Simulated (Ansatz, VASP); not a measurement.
Two plane-wave programs on EuS

```
Eu S
1.0
     0.00000    2.99823    2.99823
     2.99823    0.00000    2.99823
     2.99823    2.99823    0.00000
Eu S
1 1
Direct
  0.00000 0.00000 0.00000
  0.50000 0.50000 0.50000
```

Alike in both runs: task single point; functional LDA; k mesh 8 × 8 × 8; occupations fermi-dirac, width 0.05 eV; collinear spin.

```csv
,VASP,Ansatz
version,VASP 6.6.1,Ansatz 0.2.0
potentials or method,"VASP PAW PBE potentials, release 64 (Eu, S)",Ansatz PAW
plane-wave cutoff (eV),600,420
valence electrons in the cell,23,23
```

```tsv
	VASP	Ansatz	Ansatz less VASP
gap on the k mesh at the Fermi level (eV)	none	none	-
pressure (GPa)	-8.2	-8.0	+0.15
net moment per atom (μB)	3.48	3.48	+0.005
size of the moment on the site where the two differ most (μB)	6.60	6.75	+0.153
```

VASP's potentials were made for PBE, not for LDA. LDA's correlation is that of Perdew and Zunger in VASP and of Perdew and Wang (1992) in Ansatz. Site moments also hang on the region over which each program counts them. A gap of «none» marks a metal or a gap that the smearing closes.

Spin-orbit coupling is off throughout.
